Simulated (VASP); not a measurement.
# Bi: single point with r2SCAN

Bi:

```
Bi
1.0
     4.53900    0.00000    0.01702
    -2.26950    3.93089   -0.00851
     0.04436    0.00000   11.82900
Bi
2
Direct
  0.33333 0.66667 0.25000
  0.66667 0.33333 0.75000
```

This cell differs from its parent crystal: strain +0.0075 x Voigt [0, 0, 0, 0, 1, 0].

```
Program             : VASP 6.6.1
Task                : single point
Functional          : r2SCAN
Potentials or basis : VASP PAW PBE potentials, release 64 (Bi_d)
Cutoff              : 520 eV
k mesh              : 12 × 12 × 4
Occupations         : gaussian, width 0.15 eV
Spin                : no spin polarisation
```

```json
{
 "Pressure": "-3.5 GPa",
 "Band gap on the k mesh": "zero (bands 15 and 16 overlap by 2.27 eV)"
}
```

Stress tensor (GPa, compression positive):
```
-5.00  0.00 -0.01
 0.00 -5.00  0.00
-0.01  0.00 -0.46
```

Levels at points of the mesh, in eV from the Fermi level:
| k point | band 12 | band 13 | band 14 | band 15 | band 16 | band 17 | band 18 | band 19 |
| --- | --- | --- | --- | --- | --- | --- | --- | --- |
| (0.00, 0.00, 0.00) | -10.70 | -0.88 | -0.37 | 1.48 | 1.48 | 1.49 | 1.49 | 3.34 |
| (0.50, 0.00, 0.00) | -10.33 | -1.48 | -1.44 | 0.05 | 0.20 | 0.74 | 0.77 | 5.08 |
| (0.00, 0.50, 0.00) | -10.33 | -1.48 | -1.44 | 0.05 | 0.20 | 0.74 | 0.77 | 5.08 |
| (0.00, 0.00, 0.50) | -10.70 | -0.65 | -0.65 | 1.48 | 1.48 | 1.48 | 1.48 | 4.14 |
| (0.50, 0.00, 0.50) | -10.33 | -1.46 | -1.46 | 0.12 | 0.13 | 0.75 | 0.75 | 5.02 |
| (0.00, 0.50, 0.50) | -10.33 | -1.46 | -1.46 | 0.13 | 0.13 | 0.75 | 0.75 | 5.02 |

Run time: 83 min on 1 thread of Oxide Virtual Turin-like Processor, with other jobs on the host, peak memory 0.75 GiB.

Caveat: the cell differs from its parent crystal (strain +0.0075 x Voigt [0, 0, 0, 0, 1, 0]); the cell stands under tension; the PAW data sets were made with another functional, which shifts forces and pressure a little; spin-orbit coupling is left out, which moves the levels of the heavy elements.
